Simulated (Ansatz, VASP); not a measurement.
## Two plane-wave programs on TiRuC4N4

INCAR

```
SYSTEM = TiRuC4N4
PREC = Accurate
ENCUT = 600
EDIFF = 1E-6
ISMEAR = 0
SIGMA = 0.1
LREAL = .FALSE.
LASPH = .TRUE.
NELM = 150
ALGO = Normal
ISIF = 3
LWAVE = .FALSE.
LCHARG = .FALSE.
ISPIN = 2
MAGMOM = -1 -1 0 0 0 0 0 0 0 0
LORBIT = 11
LMAXMIX = 4
GGA = PE
IBRION = 2
NSW = 90
EDIFFG = -0.04
```

Contents of KPOINTS:

```
regular mesh
0
G
  4 4 4
  0 0 0
```

Contents of POSCAR:

```
TiRuC4N4
1.0
    5.8843539400      0.0000000000      0.0000000000
    0.0000000000      5.8843539400      0.0000000000
    0.0000000000      0.0000000000      5.8843539400
Ti Ru C N
1 1 4 4
Direct
    0.5000000000      0.5000000000      0.5000000000
    0.0000000000      0.0000000000      0.0000000000
    0.1860282600      0.1860282600      0.1860282600
    0.1860282600      0.8139717400      0.8139717400
    0.8139717400      0.1860282600      0.8139717400
    0.8139717400      0.8139717400      0.1860282600
    0.3008241800      0.3008241800      0.3008241800
    0.3008241800      0.6991758200      0.6991758200
    0.6991758200      0.3008241800      0.6991758200
    0.6991758200      0.6991758200      0.3008241800
```

Input for Ansatz:

```yaml
crystal:
  lattice:
    - [5.88435394, 0.0, 0.0]
    - [0.0, 5.88435394, 0.0]
    - [0.0, 0.0, 5.88435394]
  atoms:
    - { symbol: Ti, position: [0.5, 0.5, 0.5], spin: -1.0 }
    - { symbol: Ru, position: [0.0, 0.0, 0.0], spin: -1.0 }
    - { symbol: C, position: [0.18602826, 0.18602826, 0.18602826] }
    - { symbol: C, position: [0.18602826, 0.81397174, 0.81397174] }
    - { symbol: C, position: [0.81397174, 0.18602826, 0.81397174] }
    - { symbol: C, position: [0.81397174, 0.81397174, 0.18602826] }
    - { symbol: "N", position: [0.30082418, 0.30082418, 0.30082418] }
    - { symbol: "N", position: [0.30082418, 0.69917582, 0.69917582] }
    - { symbol: "N", position: [0.69917582, 0.30082418, 0.69917582] }
    - { symbol: "N", position: [0.69917582, 0.69917582, 0.30082418] }
basis:
  ecutwfc: 420
kpoints:
  mp_grid: { grid: [4, 4, 4] }
hamiltonian:
  xc: pbe
scf:
  occupations: { method: gaussian, width: 0.1 }
  lower_state_search: "off"
output:
  forces: true
  stress: true
  eigenvalues: true
  populations: true
magnetization:
  spin_polarized: true
relax:
  adjacent_minimum: "off"
  f_tol: 0.04
  max_steps: 70
  cell: { stress_tol: 0.4 }
```

Alike in both runs: task relaxation of cell and atoms; functional PBE; k mesh 4 × 4 × 4; occupations gaussian, width 0.1 eV; collinear spin.

|  | VASP | Ansatz |
| --- | --- | --- |
| version | VASP 6.6.1 | Ansatz 0.2.0 |
| potentials or method | VASP PAW PBE potentials, release 64 (Ti_sv, Ru_pv, C, N), cutoff 600 eV | scalar-relativistic, plane waves, PAW |
| valence electrons in the cell | 62 | 64 |

Ansatz gave:

- gap on the k mesh at the Fermi level, each at its own relaxed structure (eV): none
- net moment per atom (μB): 0.20
- size of the moment on the site where the two differ most (μB): 0.50
- relaxed volume (Å³/atom): 19.89
- relaxed length of the cell vector where the two differ most in proportion (Å): 5.837

Estimate VASP's values.

gap on the k mesh at the Fermi level, each at its own relaxed structure (eV): none; net moment per atom (μB): 0.20; size of the moment on the site where the two differ most (μB): 0.75; relaxed volume (Å³/atom): 19.81; relaxed length of the cell vector where the two differ most in proportion (Å): 5.830.

Site moments also hang on the region over which each program counts them. A gap of «none» marks a metal or a gap that the smearing closes. VASP's potentials hold 62 valence electrons a cell and Ansatz's 64, so a difference there can come from the potentials and not from the codes.

Noted on VASP's run: the standard files for N, O and F lose accuracy on very short bonds.
